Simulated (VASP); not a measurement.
# MoS (Fm-3m) in VASP: further runs

The runs below take MoS through single point, with PBEsol, r2SCAN.

Everything below comes from runs of VASP 6.6.1. Logs are shortened: lines on timing, memory, paths and dates and some standing lists are left out, and cuts for length are marked.

### Step 1. The cell of the first run

Symmetry: Fm-3m, No. 225, cubic system. Conventional cell: a = 4.896 Å, b = 4.896 Å, c = 4.896 Å, α = 90.00°, β = 90.00°, γ = 90.00°. Mo (site symmetry m-3m) has 6 S at 2.45 Å within 3.2 Å. Within 3.2 Å of S (site symmetry m-3m) lie 6 Mo at 2.45 Å.

### Step 2. Single point, PBEsol, collinear spin

Contents of INCAR:

```
PREC = Accurate
ENCUT = 520
EDIFF = 1E-7
ISMEAR = 0
SIGMA = 0.1
LREAL = False
LASPH = True
NELM = 150
ALGO = Normal
ISIF = 2
LWAVE = False
LCHARG = True
ISPIN = 2
MAGMOM = 2 -2 0 0
LORBIT = 11
LMAXMIX = 4
GGA = PS
LELF = True
LVHAR = True
NBANDS = 32
```

Contents of KPOINTS:

```
regular mesh
0
Gamma
  14 14 7
```

Contents of POSCAR:

```
MoS
1.0
    0.0000000000      2.4478204267      2.4478204267
    2.4478204267      0.0000000000      2.4478204267
    4.8956408534      4.8956408534      0.0000000000
Mo S
2 2
Direct
    0.0000000000      1.0000000000      1.0000000000
    0.0000000000      1.0000000000      0.5000000000
    0.5000000000      0.5000000000      0.2500000000
    0.5000000000      0.5000000000      0.7500000000
```

Potentials or basis: VASP PAW PBE potentials, release 64 (Mo_sv, S).

Command:

```
cat potpaw_PBE.64/Mo_sv/POTCAR potpaw_PBE.64/S/POTCAR > POTCAR
mpirun -np 1 vasp_std > vasp.out
```

OUTCAR:

```text
PREC = Accurate
   ENCUT = 520
   EDIFF = 1E-7
   ISMEAR = 0
   LREAL = False
   LASPH = True
   NELM = 150
   ISIF = 2
   ISPIN = 2
   LORBIT = 11
   GGA = PS

 ion  position               nearest neighbor table
   1  0.000  0.000  0.000-   4 2.45   3 2.45   4 2.45   3 2.45   4 2.45   3 2.45   2 3.46   2 3.46
                             2 3.46   2 3.46   2 3.46   2 3.46
   2  0.000  0.000  0.500-   3 2.45   3 2.45   4 2.45   3 2.45   4 2.45   4 2.45   1 3.46   1 3.46
                             1 3.46   1 3.46   1 3.46   1 3.46
   3  0.500  0.500  0.250-   1 2.45   1 2.45   2 2.45   1 2.45   2 2.45   2 2.45
   4  0.500  0.500  0.750-   2 2.45   1 2.45   2 2.45   1 2.45   2 2.45   1 2.45

  LATTYP: Found a trigonal (rhomboedric) cell.
 ALAT       =     5.9959110274
 COS(alpha) =     0.8333333333

  Lattice vectors:

 A1 = (   4.8956408534,   2.4478204267,  -2.4478204267)
 A2 = (   2.4478204267,   2.4478204267,  -4.8956408534)
 A3 = (   2.4478204267,   4.8956408534,  -2.4478204267)

Analysis of symmetry for initial positions (statically):
=====================================================================
 Subroutine PRICEL returns following result:

  LATTYP: Found a face centered cubic cell.
 ALAT       =     4.8956408534
[... 12 lines left out ...]
 Subroutine GETGRP returns: Found 12 space group operations
 (whereof 12 operations were pure point group operations)
 out of a pool of 12 trial point group operations.

The static configuration has the point symmetry D_3d.

Analysis of symmetry for dynamics (positions and initial velocities):
=====================================================================
 Subroutine PRICEL returns following result:

  LATTYP: Found a face centered cubic cell.
 ALAT       =     4.8956408534
[... 12 lines left out ...]
 Subroutine GETGRP returns: Found 12 space group operations
 (whereof 12 operations were pure point group operations)
 out of a pool of 12 trial point group operations.

The dynamic configuration has the point symmetry D_3d.

Analysis of structural, dynamic, and magnetic symmetry:
=====================================================================
 Subroutine PRICEL returns following result:

  LATTYP: Found a face centered cubic cell.
 ALAT       =     4.8956408534
[... 12 lines left out ...]
 Subroutine GETGRP returns: Found 12 space group operations
 (whereof 12 operations were pure point group operations)
 out of a pool of 12 trial point group operations.

The overall configuration has the point symmetry D_3d.

[... 139 lines left out ...]
  Fermi-wavevector in a.u.,A,eV,Ry     =   1.440883  2.722873 28.247638  2.076143
  Thomas-Fermi vector in A             =   2.559577
   LORBIT       =     11    0 simple, 1 ext, 2 COOP (PROOUT), +10 PAW based schemes
   GGA     = PS    functional components
   LHFCALC =     F    Hartree Fock is set to
   AEXX    =    0.0000 exact exchange contribution
   IVDW    =     0    specifies the selected vdW correction
   LEPSILON=     F    determine dielectric tensor
   LRPA    =     F    only Hartree local field effects (RPA)
 spin polarized calculation
 Gauss-broadening in eV      SIGMA  =   0.10
  energy-cutoff  :      520.00
  volume of cell :       58.67
 maximum number of plane-waves:      1605
 NGX is ok and might be reduce to    28
   NGX = 13   NGY = 13   NGZ = 25

 number of electron      40.0000001 magnetization      -0.0000000

 number of electron      40.0000001 magnetization       0.0000000

 Free energy of the ion-electron system (eV)
  ---------------------------------------------------
  ext. energy  EPLUGINS =         0.00000000
  ---------------------------------------------------
  free energy    TOTEN  =       -31.94106252 eV

  energy without entropy =      -31.91551588  energy(sigma->0) =      -31.92828920

 E-fermi :  12.0113     XC(G=0): -12.6449

 val. band max:       12.0040911238   @ k =   0.2143   0.2143   0.0000
 cond. band min:      12.0217614743   @ k =  -0.0714  -0.0714   0.1429
 fundamental gap:      0.0176703505
 Fermi energy:        12.0113037468

 spin component 1

 k-point     1 :       0.0000    0.0000    0.0000
  band No.  band energies     occupation
      1     -49.3718      1.00000
      2     -49.3515      1.00000
      3     -23.7216      1.00000
      4     -23.4981      1.00000
      5     -23.4981      1.00000
      6     -23.4715      1.00000
[... 829 lines left out ...]
     31      20.8346      0.00000
     32      21.5506      0.00000

 [... further k-points ...]

 spin component 2

 k-point     1 :       0.0000    0.0000    0.0000
  band No.  band energies     occupation
      1     -49.3718      1.00000
      2     -49.3515      1.00000
      3     -23.7216      1.00000
      4     -23.4981      1.00000
      5     -23.4981      1.00000
      6     -23.4715      1.00000
[... 829 lines left out ...]
     31      20.8346      0.00000
     32      21.5506      0.00000

 [... further k-points ...]
[... 5 lines left out ...]
  --------------------------------------------------------------------------------------
  -------------------------------------------------------------------------------------
  Total        0.1228811      0.1228811      0.1228811      0.0000988     -0.0000988     -0.0000988
  in kB        3.3558061      3.3558061      3.3558061      0.0026971     -0.0026971     -0.0026971
  external PRESSURE =       3.3558061 kB  Pullay stress =       0.0000000 kB

 VOLUME and BASIS-vectors are now :
 -----------------------------------------------------------------------------
  energy-cutoff  :      520.00
  volume of cell :       58.67
      direct lattice vectors                 reciprocal lattice vectors
     0.000000000  2.447820427  2.447820427    -0.204263350  0.204263350  0.204263350
     2.447820427  0.000000000  2.447820427     0.204263350 -0.204263350  0.204263350
     4.895640853  4.895640853  0.000000000     0.102131675  0.102131675 -0.102131675

 POSITION                                       TOTAL-FORCE (eV/Angst)
 -----------------------------------------------------------------------------------
      0.00000      0.00000      0.00000         0.000000     -0.000000     -0.000000
      2.44782      2.44782      0.00000         0.000000     -0.000000     -0.000000
      2.44782      2.44782      2.44782         0.000000     -0.000000      0.000000
      4.89564      4.89564      2.44782        -0.000000      0.000000      0.000000
 -----------------------------------------------------------------------------------
    total drift:                               -0.000000      0.000000      0.000000

  FREE ENERGIE OF THE ION-ELECTRON SYSTEM (eV)
  ---------------------------------------------------
  free  energy   TOTEN  =       -31.9410625193 eV

  energy  without entropy=      -31.9155158790  energy(sigma->0) =      -31.92828920

 total charge

# of ion       s       p       d       tot
------------------------------------------
    1        2.226   6.131   4.122  12.479
    2        2.226   6.131   4.122  12.479
    3        1.304   2.401   0.000   3.705
    4        1.304   2.401   0.000   3.705
--------------------------------------------------
tot          7.059  17.065   8.243  32.367

 magnetization (x)

# of ion       s       p       d       tot
------------------------------------------
    1       -0.000  -0.000  -0.000  -0.000
    2        0.000   0.000   0.000   0.000
    3        0.000   0.000   0.000   0.000
    4        0.000   0.000   0.000   0.000
--------------------------------------------------
tot          0.000   0.000   0.000   0.000
```

stdout:

```text
POSCAR found type information on POSCAR MoS
 POSCAR found :  2 types and       4 ions
 scaLAPACK will be used
 -----------------------------------------------------------------------------
|                                                                             |
|                                                                             |
[... 21 lines left out ...]
|     Results are often still useful ...                                      |
|                                                                             |
 -----------------------------------------------------------------------------

 POSCAR, INCAR and KPOINTS ok, starting setup
 FFT: planning ... GRIDC
 FFT: planning ... GRID_SOFT
 FFT: planning ... GRID
 WAVECAR not read
 entering main loop
```

Run time: 7.4 min. Hardware: 1 thread of AMD EPYC 9R45 (Zen 5), shared host; peak memory 0.47 GiB.

What came out:

| Quantity | Value |
| --- | --- |
| Free energy | -31.9411 eV |
| Pressure | 0.3 GPa |
| Band gap on the k mesh | zero (filled and empty bands overlap) |
| Net moment | 0.00 μB per cell |
| Valence electrons inside the program's atomic spheres | Mo 12.48; S 3.71 |

Levels at points of the mesh, in eV from the Fermi level:
Spin up:
| k point | band 16 | band 17 | band 18 | band 19 | band 20 | band 21 | band 22 | band 23 | band 24 | band 25 |
| --- | --- | --- | --- | --- | --- | --- | --- | --- | --- | --- |
| (0.00, 0.00, 0.00) | -2.98 | -2.57 | -2.57 | -2.57 | -2.12 | -2.12 | 0.03 | 0.03 | 0.83 | 2.46 |
| (0.50, 0.00, 0.00) | -4.38 | -4.38 | -1.01 | 0.03 | 0.03 | 0.80 | 0.80 | 0.83 | 1.92 | 2.46 |
Spin down:
```tsv
k point	band 16	band 17	band 18	band 19	band 20	band 21	band 22	band 23	band 24	band 25
(0.00, 0.00, 0.00)	-2.98	-2.57	-2.57	-2.57	-2.12	-2.12	0.03	0.03	0.83	2.46
(0.50, 0.00, 0.00)	-4.38	-4.38	-1.01	0.03	0.03	0.80	0.80	0.83	1.92	2.46
```

Caveat: the PAW data sets were made with another functional, which shifts forces and pressure a little.

(Continued in part 2 of 2.)
